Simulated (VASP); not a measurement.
Set up this calculation in VASP 6.6.1, as the native input.

```
Task                   : single point
Functional             : PBE
Potentials or basis    : VASP PAW PBE potentials, release 64 (Sn_d, Te)
Cutoff                 : 520 eV
k mesh                 : 6 × 6 × 4
Occupations            : gaussian, width 0.01 eV
Spin                   : no spin polarisation
Dipole correction      : no
Further INCAR settings : ALGO = Normal; EDIFF = 1e-06; NBANDS = 28
```

The structure of SnTe lies in POSCAR:

```
SnTe
1.0
    5.5257893965      0.0000000000      0.0000000000
   -2.7628946982      4.7854739933      0.0000000000
    0.0000000000      0.0000000000      6.5992634247
Sn Te
2 2
Direct
    0.3333333333      0.6666666667      0.2500000000
    0.6666666667      0.3333333333      0.7500000000
    0.6666666667      0.3333333333      0.2500000000
    0.3333333333      0.6666666667      0.7500000000
```

One way to write it, as run:

INCAR

```
PREC = Accurate ; ENCUT = 520
EDIFF = 1E-6 ; ISMEAR = 0
SIGMA = 0.01 ; LREAL = F
LASPH = T ; NELM = 100
ALGO = Normal ; ISIF = 2
LWAVE = F ; LCHARG = T
GGA = PE ; LELF = T
LVHAR = T ; NBANDS = 28
```

KPOINTS

```
regular mesh
0
Gamma
  6 6 4
```

Potentials or basis: VASP PAW PBE potentials, release 64 (Sn_d, Te).

Run with:

```console
$ cat potpaw_PBE.64/Sn_d/POTCAR potpaw_PBE.64/Te/POTCAR > POTCAR
$ mpirun -np 1 vasp_std > vasp.out
```

It gave:

```yaml
Pressure: -1.6 GPa
Band_gap_on_the_k_mesh: 0.59 eV
```

Caveat: spin-orbit coupling is left out, which moves the levels of the heavy elements.

Run time: 44 s on 1 thread of Intel(R) Xeon(R) 6975P-C (Granite Rapids), on a shared host, peak memory 0.33 GiB.
